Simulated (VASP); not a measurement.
**SiO2: electric field gradients with PBEsol**

SiO2:

```
CELL_PARAMETERS angstrom
-2.38194 2.38194 3.75644
2.38194 -2.38194 3.75644
2.38194 2.38194 -3.75644
ATOMIC_POSITIONS crystal
Si 0.00000 0.00000 0.00000
Si 0.75000 0.25000 0.50000
O 0.99838 0.62500 0.87338
O 0.37500 0.24838 0.37338
O 0.75162 0.12500 0.12662
O 0.87500 0.00162 0.62662
```

| Property | Result |
| --- | --- |
| Program | VASP 6.6.1 |
| Task | electric field gradients |
| Functional | PBEsol |
| Potentials or basis | VASP PAW PBE potentials, release 64 (Si, O) |
| Cutoff | 520 eV |
| k mesh | 7 × 7 × 7 |
| Occupations | fermi-dirac, width 0.03 eV |
| Spin | no spin polarisation |
| Dipole correction | no |
| Further INCAR settings | ALGO = Normal; EDIFF = 1e-08; NBANDS = 25 |

| Item | Value |
| --- | --- |
| Pressure | 0.0 GPa |
| Largest force | 0.101 eV/Å |
| Band gap on the k mesh | 5.91 eV |
| Largest electric field gradient by atom | Si -5.9; O +85.0 V/Å² |

Forces on the atoms (eV/Å):
```
Si   0.000  0.000  0.000
Si   0.000  0.000  0.000
O    0.000 -0.101  0.000
O   -0.101  0.000  0.000
O    0.000  0.101  0.000
O    0.101  0.000  0.000
```

Stress tensor (GPa, compression positive):
```
 0.62  0.00  0.00
 0.00  0.62  0.00
 0.00  0.00 -1.36
```

Levels at points of the mesh, in eV from the valence-band top:
```
           k point  band 12  band 13  band 14  band 15  band 16  band 17  band 18  band 19  band 20  band 21
(0.00, 0.00, 0.00)    -1.35    -1.32    -1.03     0.00     0.00     5.91     8.53    11.11    11.11    11.27
```

Electric field gradients, principal values (V/Å²):
```
atom    least   middle  greatest (by size)
1 Si    2.933    2.934              -5.867
2 Si    2.933    2.934              -5.867
 3 O  -28.088  -56.902              84.990
 4 O  -28.088  -56.902              84.990
 5 O  -28.089  -56.896              84.985
 6 O  -28.089  -56.896              84.985
```

It took 4.2 min on 1 thread of Intel Xeon 8259CL (shared host), peak memory 0.26 GiB.

Caveat: without QUAD_EFG the Cq values of the log hold for a quadrupole moment of 1 mb, not for the nuclei; the PAW data sets were made with another functional, which shifts forces and pressure a little. A k mesh can miss the band edges.
